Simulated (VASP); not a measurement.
Set up this calculation in VASP 6.6.1, as the native input.

* Task: single point
* Functional: PBE
* Potentials or basis: VASP PAW PBE potentials, release 64 (Ba_sv, Zr_sv, O)
* Cutoff: 520 eV
* k mesh: 6 × 6 × 6
* Occupations: gaussian, width 0.02 eV
* Spin: no spin polarisation
* Dipole correction: no
* Further INCAR settings: ALGO = Normal; EDIFF = 1e-06; NBANDS = 28

The structure of BaZrO3 lies in POSCAR:

```
BaZrO3
1.0
    4.2274555943      0.0000000000      0.0000000000
    0.0000000000      4.2274555943      0.0000000000
    0.0000000000      0.0000000000      4.2274555943
Ba Zr O
1 1 3
Direct
    0.5000000000      0.5000000000      0.5000000000
    0.0000000000      0.0000000000      0.0000000000
    0.5000000000      0.0000000000      0.0000000000
    0.0000000000      0.5000000000      0.0000000000
    0.0000000000      0.0000000000      0.5000000000
```

These files were run (other wordings do the same):

INCAR

```
SYSTEM = BaZrO3
PREC = Accurate
ENCUT = 520
EDIFF = 1E-6
ISMEAR = 0
SIGMA = 0.02
LREAL = .False.
LASPH = .True.
NELM = 60
ALGO = Normal
ISIF = 2
LWAVE = .False.
LCHARG = .False.
GGA = PE
NBANDS = 28
```

KPOINTS

```
regular mesh
0
Gamma
  6 6 6
  0 0 0
```

Potentials or basis: VASP PAW PBE potentials, release 64 (Ba_sv, Zr_sv, O).

Launch:

```bash
$ cat potpaw_PBE.64/Ba_sv/POTCAR potpaw_PBE.64/Zr_sv/POTCAR potpaw_PBE.64/O/POTCAR > POTCAR
$ mpirun -np 1 vasp_std > vasp.out
```

Results of the run:

```json
{
  "Pressure": "0.9 GPa",
  "Band gap on the k mesh": "3.13 eV, indirect (least direct gap 3.38 eV)"
}
```

Caveat: spin-orbit coupling is left out, which moves the levels of the heavy elements.

Run time: 50 s on 1 thread of AMD EPYC 7R13 Processor (Zen 3), with other jobs on the host, peak memory 0.17 GiB.
